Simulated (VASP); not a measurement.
# C in VASP: single point with r2SCAN

Aim: the single point of C with r2SCAN.

Everything below comes from runs of VASP 6.6.1. Logs are shortened: lines on timing, memory, paths and dates and some standing lists are left out, and cuts for length are marked.

**1. The cell of the first run**

The cell holds a slab with vacuum, 2 atoms: a = 2.210 Å, b = 2.210 Å, c = 28.000 Å, α = 90.00°, β = 90.00°, γ = 120.00°.

**2. Single point, r2SCAN**

The input, POSCAR:

```
C
1.0
    2.2100000000      0.0000000000      0.0000000000
   -1.1050000000      1.9139161424      0.0000000000
    0.0000000000      0.0000000000     28.0000000000
C
2
Direct
    0.3333333333      0.6666666667      0.5051071429
    0.6666666667      0.3333333333      0.4948928571
```

The input, INCAR.step1:

```
SYSTEM = C
PREC = Accurate
ENCUT = 520
ISMEAR = 0
SIGMA = 0.1
LREAL = .FALSE.
LASPH = .TRUE.
NELM = 100
LDIPOL = .TRUE.
IDIPOL = 3
DIPOL = 0.5 0.5 0.500
NBANDS = 11
GGA = PE
ALGO = Normal
EDIFF = 1E-4
LWAVE = .TRUE.
LCHARG = .FALSE.
```

The input, INCAR.step2:

```
SYSTEM = C
PREC = Accurate
ENCUT = 520
EDIFF = 1E-6
ISMEAR = 0
SIGMA = 0.1
LREAL = .FALSE.
LASPH = .TRUE.
NELM = 100
ALGO = Normal
ISIF = 2
LWAVE = .FALSE.
LCHARG = .FALSE.
LDIPOL = .TRUE.
IDIPOL = 3
DIPOL = 0.5 0.5 0.500
METAGGA = R2SCAN
LMIXTAU = .TRUE.
NBANDS = 11
ISTART = 1
```

The input, KPOINTS:

```
Automatic mesh
0
G
  21 21 1
  0 0 0
```

Potentials or basis: VASP PAW PBE potentials, release 64 (C).

The run is started by

```console
$ cat potpaw_PBE.64/C/POTCAR > POTCAR
$ cp INCAR.step1 INCAR
$ mpirun -np 1 vasp_std > vasp.out
$ cp INCAR.step2 INCAR
$ mpirun -np 1 vasp_std > vasp.out
```

OUTCAR:

```text
SYSTEM = C
   PREC = Accurate
   ENCUT = 520
   EDIFF = 1E-6
   ISMEAR = 0
   LREAL = .FALSE.
   LASPH = .TRUE.
   NELM = 100
   ISIF = 2
   METAGGA = R2SCAN
   ISTART = 1

 ion  position               nearest neighbor table
   1  0.333  0.667  0.505-   2 1.31   2 1.31   2 1.31
   2  0.667  0.333  0.495-   1 1.31   1 1.31   1 1.31

  LATTYP: Found a hexagonal cell.
 ALAT       =     2.2100000000
 C/A-ratio  =    12.6696832579

  Lattice vectors:

 A1 = (   2.2100000000,   0.0000000000,   0.0000000000)
 A2 = (  -1.1050000000,   1.9139161424,   0.0000000000)
 A3 = (   0.0000000000,   0.0000000000,  28.0000000000)

Analysis of symmetry for initial positions (statically):
[... 33 lines left out ...]
                                     Primitive cell

  volume of cell :     118.4331

  direct lattice vectors                    reciprocal lattice vectors
     2.210000000  0.000000000  0.000000000     0.452488688  0.261244466  0.000000000
    -1.105000000  1.913916142  0.000000000     0.000000000  0.522488931  0.000000000
     0.000000000  0.000000000 28.000000000     0.000000000  0.000000000  0.035714286

  length of vectors
     2.210000000  2.210000000 28.000000000     0.522488931  0.522488931  0.035714286

  position of ions in fractional coordinates (direct lattice)
     0.333333333  0.666666667  0.505107143
     0.666666667  0.333333333  0.494892857

  ion indices of the primitive-cell ions
   primitive index   ion index
                 1           1
                 2           2

----------------------------------------------------------------------------------------

 KPOINTS: Automatic mesh

Automatic generation of k-mesh.
 Grid dimensions read from file:
 generate k-points for:   21   21    1

 Generating k-lattice:

  Cartesian coordinates                     Fractional coordinates (reciprocal lattice)
     0.021547080  0.012440213  0.000000000     0.047619048  0.000000000  0.000000000
     0.000000000  0.024880425  0.000000000     0.000000000  0.047619048  0.000000000
     0.000000000  0.000000000  0.035714286     0.000000000  0.000000000  1.000000000

  Length of vectors
     0.024880425  0.024880425  0.035714286

  Shift w.r.t. Gamma in fractional coordinates (k-lattice)
     0.000000000  0.000000000  0.000000000

 Subroutine IBZKPT returns following result:
 ===========================================

 Found     48 irreducible k-points:

 Following reciprocal coordinates:
            Coordinates               Weight
  0.000000  0.000000  0.000000      1.000000
  0.047619 -0.000000  0.000000      6.000000
  0.095238 -0.000000  0.000000      6.000000
  0.142857  0.000000  0.000000      6.000000
  0.190476 -0.000000  0.000000      6.000000
  0.238095 -0.000000  0.000000      6.000000
[... 16 lines left out ...]
  0.142857  0.095238  0.000000     12.000000
  0.190476  0.095238  0.000000     12.000000
 [... further k-points ...]
   k-points           NKPTS =     48   k-points in BZ     NKDIM =     48   number of bands    NBANDS=     11
   number of dos      NEDOS =    301   number of ions     NIONS =      2
   total plane-waves  NPLWV =  53760
   dimension x,y,z NGX =    16 NGY =   16 NGZ =  210
   dimension x,y,z NGXF=    32 NGYF=   32 NGZF=  420
   ions per type =               2
   NGX,Y,Z   is equivalent  to a cutoff of  12.04, 12.04, 12.47 a.u.
   NGXF,Y,Z  is equivalent  to a cutoff of  24.07, 24.07, 24.94 a.u.
 SYSTEM =  C
   PREC   = accura    normal or accurate (medium, high low for compatibility)
   ISTART =      1    job   : 0-new  1-cont  2-samecut
   ICHARG =      0    charge: 1-file 2-atom 10-const
   ISPIN  =      1    spin polarized calculation?
   LNONCOLLINEAR =      F non collinear calculations
   LSORBIT =      F    spin-orbit coupling
   LASPH  =      T    aspherical Exc in radial PAW
   ENCUT  =  520.0 eV  38.22 Ry    6.18 a.u.   4.11  4.11 52.06*2*pi/ulx,y,z
   NELM   =    100;   NELMIN=  2; NELMDL=  0     # of ELM steps
   EDIFF  = 0.1E-05   stopping-criterion for ELM
   LREAL  =      F    real-space projection
   EDIFFG = 0.1E-04   stopping-criterion for IOM
   NSW    =      0    number of steps for IOM
   IBRION =     -1    ionic relax: 0-MD 1-quasi-New 2-CG
   NFREE  =      0    steps in history (QN), initial steepest desc. (CG)
   ISIF   =      2    stress and relaxation
   ISYM   =      2    0-nonsym 1-usesym 2-fastsym
   POTIM  = 0.5000    time-step for ionic-motion
   TEBEG  =    0.0;   TEEND  =   0.0 temperature during run
   PSTRESS=    0.0 pullay stress
   NELECT =       8.0000    total number of electrons
   NUPDOWN=      -1.0000    fix difference up-down
   EMIN   =  10.00;   EMAX   =-10.00  energy-range for DOS
   EFERMI =   0.00;   METHOD = LEGACY
   ISMEAR =     0;   SIGMA  =   0.10  broadening in eV -4-tet -1-fermi 0-gaus
   EFERMI_NEDOS =   21; number of points for ismear=-14 and -15
   IALGO  =     38    algorithm
   IMIX   =      4    mixing-type and parameters
     AMIX     =   0.40;   BMIX     =  1.00
     AMIX_MAG =   1.60;   BMIX_MAG =  1.00
  volume/ion in A,a.u.               =      59.22       399.61
  Fermi-wavevector in a.u.,A,eV,Ry     =   0.666726  1.259929  6.048102  0.444523
  Thomas-Fermi vector in A             =   1.741115
   LORBIT       =      0    0 simple, 1 ext, 2 COOP (PROOUT), +10 PAW based schemes
   METAGGA = R2SCAN    functional components
   LHFCALC =     F    Hartree Fock is set to
   AEXX    =    0.0000 exact exchange contribution
   IVDW    =     0    specifies the selected vdW correction
   LEPSILON=     F    determine dielectric tensor
   LRPA    =     F    only Hartree local field effects (RPA)
 non-spin polarized calculation
 Gauss-broadening in eV      SIGMA  =   0.10
  energy-cutoff  :      520.00
  volume of cell :      118.43
 maximum number of plane-waves:      3236
   NGX =  9   NGY =  9   NGZ =105

 dipolmoment           0.000000      0.000000      0.000000 electrons x Angstroem

 number of electron       8.0000002 magnetization

 dipolmoment           0.000000      0.000000     -0.000000 electrons x Angstroem

 Free energy of the ion-electron system (eV)
  ---------------------------------------------------
  ext. energy  EPLUGINS =         0.00000000
  ---------------------------------------------------
  free energy    TOTEN  =       -17.41211290 eV

  energy without entropy =      -17.41160117  energy(sigma->0) =      -17.41185704

 E-fermi :  -2.1209     XC(G=0):  -1.6491

 val. band max:       -2.1209135323   @ k =   0.3333   0.3333   0.0000
 cond. band min:      -2.1209135019   @ k =   0.3333   0.3333   0.0000
 fundamental gap:      0.0000000304
 Fermi energy:        -2.1209135166

 k-point     1 :       0.0000    0.0000    0.0000
  band No.  band energies     occupation
      1     -25.4695      2.00000
      2     -12.3603      2.00000
      3      -3.9394      2.00000
      4      -3.9394      2.00000
      5      -0.0832      0.00000
      6       1.2344      0.00000
      7       1.2798      0.00000
      8       1.7583      0.00000
      9       1.8567      0.00000
     10       2.7771      0.00000
     11       2.9052      0.00000

 k-point     2 :       0.0476   -0.0000    0.0000
  band No.  band energies     occupation
      1     -25.4005      2.00000
      2     -12.2785      2.00000
      3      -4.2314      2.00000
      4      -4.1174      2.00000
      5       0.0003      0.00000
      6       1.3276      0.00000
      7       1.3727      0.00000
      8       1.8514      0.00000
      9       1.9485      0.00000
     10       2.8702      0.00000
     11       2.9950      0.00000

 k-point     3 :       0.0952   -0.0000    0.0000
  band No.  band energies     occupation
      1     -25.1937      2.00000
      2     -12.0348      2.00000
      3      -5.0465      2.00000
      4      -4.5975      2.00000
      5       0.2492      0.00000
      6       1.6067      0.00000
      7       1.6515      0.00000
      8       2.1305      0.00000
      9       2.2235      0.00000
     10       3.1490      0.00000
     11       3.2640      0.00000

 k-point     4 :       0.1429    0.0000    0.0000
  band No.  band energies     occupation
      1     -24.8496      2.00000
      2     -11.6368      2.00000
      3      -6.2419      2.00000
      4      -5.2614      2.00000
      5       0.6569      0.00000
      6       2.0710      0.00000
      7       2.1160      0.00000
      8       2.5949      0.00000
      9       2.6808      0.00000
     10       3.6129      0.00000
     11       3.7090      0.00000

 k-point     5 :       0.1905   -0.0000    0.0000
  band No.  band energies     occupation
      1     -24.3692      2.00000
      2     -11.1111      2.00000
      3      -7.6512      2.00000
      4      -5.9945      2.00000
      5       1.2044      0.00000
      6       2.7199      0.00000
      7       2.7658      0.00000
      8       3.2440      0.00000
      9       3.3169      0.00000
     10       4.2608      0.00000
     11       4.3202      0.00000
[... 211 lines left out ...]
 k-point    21 :       0.4762    0.0476    0.0000
  band No.  band energies     occupation
      1     -18.1599      2.00000
      2     -17.9053      2.00000
      3      -9.0366      2.00000
      4      -5.0137      2.00000
      5      -0.7704      0.00000
      6       9.7074      0.00000
      7      10.0875      0.00000
      8      10.5801      0.00000
      9      11.5170      0.00000
     10      11.5406      0.00000
     11      11.6384      0.00000

 k-point    22 :       0.0952    0.0952    0.0000
  band No.  band energies     occupation
      1     -24.6436      2.00000
      2     -11.4033      2.00000
      3      -6.6323      2.00000
      4      -5.8986      2.00000
      5       0.8972      0.00000
      6       2.3496      0.00000
      7       2.3946      0.00000
      8       2.8735      0.00000
      9       2.9543      0.00000
     10       3.8913      0.00000
     11       3.9737      0.00000

 k-point    23 :       0.1429    0.0952    0.0000
  band No.  band energies     occupation
      1     -24.1639      2.00000
      2     -10.8940      2.00000
      3      -7.7885      2.00000
      4      -6.7661      2.00000
      5       1.4316      0.00000
      6       2.9985      0.00000
      7       3.0442      0.00000
      8       3.5226      0.00000
      9       3.5881      0.00000
     10       4.5393      0.00000
     11       4.5778      0.00000

 k-point    24 :       0.1905    0.0952    0.0000
  band No.  band energies     occupation
      1     -23.5496      2.00000
      2     -10.4820      2.00000
      3      -8.9287      2.00000
      4      -7.5458      2.00000
      5       2.0352      0.00000
      6       3.8310      0.00000
      7       3.8776      0.00000
      8       4.3546      0.00000
      9       4.3860      0.00000
     10       5.2971      0.00000
     11       5.3726      0.00000

 [... further k-points ...]

------------------------ aborting loop because EDIFF is reached ----------------------------------------

 vacuum level on the upper side and lower side of the slab       (xc-potential included)        -0.005        -0.005

  FORCE on cell =-STRESS in cart. coord.  units (eV):
  Direction    XX          YY          ZZ          XY          YZ          ZX
  --------------------------------------------------------------------------------------
  -------------------------------------------------------------------------------------
  Total       17.2026014     17.2026014     -1.2389138      0.0000000      0.0000000      0.0000000
  in kB      232.7188158    232.7188158    -16.7601715      0.0000000      0.0000000      0.0000000
  external PRESSURE =     149.5591534 kB  Pullay stress =       0.0000000 kB

 VOLUME and BASIS-vectors are now :
 -----------------------------------------------------------------------------
  energy-cutoff  :      520.00
  volume of cell :      118.43
      direct lattice vectors                 reciprocal lattice vectors
     2.210000000  0.000000000  0.000000000     0.452488688  0.261244466  0.000000000
    -1.105000000  1.913916142  0.000000000     0.000000000  0.522488931  0.000000000
     0.000000000  0.000000000 28.000000000     0.000000000  0.000000000  0.035714286

 POSITION                                       TOTAL-FORCE (eV/Angst)
 -----------------------------------------------------------------------------------
     -0.00000      1.27594     14.14300        -0.000000     -0.000000     -4.254798
      1.10500      0.63797     13.85700         0.000000      0.000000      4.254798
 -----------------------------------------------------------------------------------
    total drift:                               -0.000000      0.000000     -0.000000

  FREE ENERGIE OF THE ION-ELECTRON SYSTEM (eV)
  ---------------------------------------------------
  free  energy   TOTEN  =       -17.4121129050 eV

  energy  without entropy=      -17.4116011684  energy(sigma->0) =      -17.41185704

 vacuum level on the upper side and lower side of the slab         1.205         1.205
```

It took 2.2 min on 1 thread of Intel Xeon 6975P-C (Granite Rapids), shared host; peak memory 0.24 GiB.

What came out:

```yaml
Free_energy: -17.4121 eV
Largest_force: 4.255 eV/Å
Band_gap_on_the_k_mesh: zero (filled and empty bands touch)
```

Forces on the atoms (eV/Å):
```
C    0.000  0.000 -4.255
C    0.000  0.000  4.255
```

Caveat: the PAW data sets were made with another functional, which shifts forces and pressure a little.
